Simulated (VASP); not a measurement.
Runs of VASP 6.6.1 on La. The structure is that of space group P6_3/mmc (No. 194), or close to it. The cells are those of the table. 

```csv
cell,gap on the mesh (eV),pressure (GPa)
"a = 3.339, b = 3.339, c = 5.756 Å, angles 90.0, 90.0, 120.0°, 2 atoms",none,10.0
"a = 3.716, b = 3.716, c = 6.296 Å, angles 90.0, 90.0, 120.0°, 2 atoms",none,0.0
"a = 3.177, b = 3.177, c = 5.519 Å, angles 90.0, 90.0, 120.0°, 2 atoms",none,20.0
"a = 3.075, b = 3.075, c = 5.306 Å, angles 90.0, 90.0, 120.0°, 2 atoms",none,(a)
```

Alike in all rows: task single point; level PBE; potentials or basis VASP PAW PBE potentials, release 64 (La); no spin polarisation; k mesh 7 × 7 × 4; cutoff (eV) 500; smearing gaussian 0.05 eV.

Task: Estimate the missing entries.

Result: (a) 30.0.

Caveats: spin-orbit coupling is left out, which moves the levels of the heavy elements.

A k mesh can miss the band edges, and the runs leave out spin-orbit coupling on La.

A gap of «none» marks levels without a gap at the run's occupations.
